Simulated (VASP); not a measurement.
A run of VASP 6.6.1 is set up as follows.

File INCAR:

```
  PREC = Accurate
  ENCUT = 520
  EDIFF = 1E-7
  ISMEAR = 0
  SIGMA = 0.05
  LREAL = False
  LASPH = True
  NELM = 100
  ALGO = Normal
  ISIF = 2
  LWAVE = False
  LCHARG = True
  GGA = PE
  LELF = True
  LVHAR = True
  NBANDS = 44
```

File KPOINTS:

```
regular mesh
0
Gamma
  4 4 4
```

The input POSCAR:

```
CO2
1.0
    6.2456908964      0.0000000000      0.0000000000
    0.0000000000      6.2456908964      0.0000000000
    0.0000000000      0.0000000000      6.2456908964
C O
4 8
Direct
    0.0000000000      0.0000000000      0.0000000000
    0.5000000000      0.0000000000      0.5000000000
    0.5000000000      0.5000000000      0.0000000000
    0.0000000000      0.5000000000      0.5000000000
    0.1114834447      0.1114834447      0.1114834447
    0.3885165553      0.8885165553      0.6114834447
    0.6114834447      0.3885165553      0.8885165553
    0.8885165553      0.6114834447      0.3885165553
    0.8885165553      0.8885165553      0.8885165553
    0.6114834447      0.1114834447      0.3885165553
    0.3885165553      0.6114834447      0.1114834447
    0.1114834447      0.3885165553      0.6114834447
```

Potentials or basis: VASP PAW PBE potentials, release 64 (C, O).

The run is started by

```bash
$ cat potpaw_PBE.64/C/POTCAR potpaw_PBE.64/O/POTCAR > POTCAR
$ mpirun -np 1 vasp_std > vasp.out
```

(1) What does it give for the band gap on the k mesh?

(2) Predict the largest force.

Answers

(1) 6.33 eV.

(2) 2.756 eV/Å.

Caveat: the cell stands under tension; forces of over 1 eV/Å act on the atoms, so gaps and moduli don't describe the material at rest.
